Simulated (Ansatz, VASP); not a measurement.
**BAs in VASP and in Ansatz**

File POSCAR:

```
BAs
1.0
    0.0000000000      2.3885000000      2.3885000000
    2.3885000000      0.0000000000      2.3885000000
    2.3885000000      2.3885000000      0.0000000000
As B
1 1
Direct
    0.7500000000      0.7500000000      0.7500000000
    0.0000000000      0.0000000000      0.0000000000
```

File INCAR.step1:

```
SYSTEM = BAs
  PREC = Accurate
  ENCUT = 520
  EDIFF = 1E-5
  ISMEAR = -1
  SIGMA = 0.05
  LREAL = .False.
  LASPH = .True.
  NELM = 80
  ALGO = Normal
  ISIF = 2
  LWAVE = .True.
  LCHARG = .False.
  NBANDS = 11
  GGA = PE
```

Contents of INCAR.step2:

```
SYSTEM = BAs
  PREC = Accurate
  ENCUT = 520
  EDIFF = 1E-7
  ISMEAR = -1
  SIGMA = 0.05
  LREAL = .False.
  LASPH = .True.
  NELM = 80
  ALGO = Normal
  ISIF = 2
  LWAVE = .False.
  LCHARG = .False.
  GGA = PE
  LHFCALC = .True.
  AEXX = 0.1
  PRECFOCK = Normal
  NBANDS = 11
  ISTART = 1
```

The input KPOINTS:

```
Automatic mesh
0
Gamma
  6 6 6
  0 0 0
```

Contents of input.yaml:

```yaml
crystal:
  lattice:
    - [0.0, 2.3885, 2.3885]
    - [2.3885, 0.0, 2.3885]
    - [2.3885, 2.3885, 0.0]
  atoms:
    - { symbol: As, position: [0.75, 0.75, 0.75] }
    - { symbol: B, position: [0.0, 0.0, 0.0] }
hamiltonian:
  xc: { exchange: pbe, correlation: pbe, exx: { coeff: 0.1 } }
  pseudopotentials: { kind: paw }
kpoints:
  mp_grid: { grid: [6, 6, 6] }
scf:
  occupations: { method: fermi_dirac, width: 0.05 }
output:
  forces: true
  stress: true
  eigenvalues: true
  write_density: true
  write_potential: true
  elf: true
  volumetric_format: npy
```

Alike in both runs: task single point; functional PBE-based global hybrid with a share of 0.1 of exact exchange; k mesh 6 × 6 × 6; occupations fermi-dirac, width 0.05 eV; no spin polarisation.

|  | VASP | Ansatz |
| --- | --- | --- |
| version | VASP 6.6.1 | Ansatz 0.2.0 |
| potentials or method | VASP PAW PBE potentials, release 64 (As, B) | Ansatz PAW |
| plane-wave cutoff (eV) | 520 | 420 |
| valence electrons in the cell | 8 | 18 |

```csv
,VASP,Ansatz,Ansatz less VASP
gap on the k mesh at the Fermi level (eV),1.81,1.80,-0.009
least direct gap on the mesh (eV),3.88,3.87,-0.008
pressure (GPa),1.8,1.4,-0.35
```

VASP's potentials were made for PBE, not for PBE-based global hybrid. VASP's potentials hold 8 valence electrons a cell and Ansatz's 18, so a difference there can come from the potentials and not from the codes.
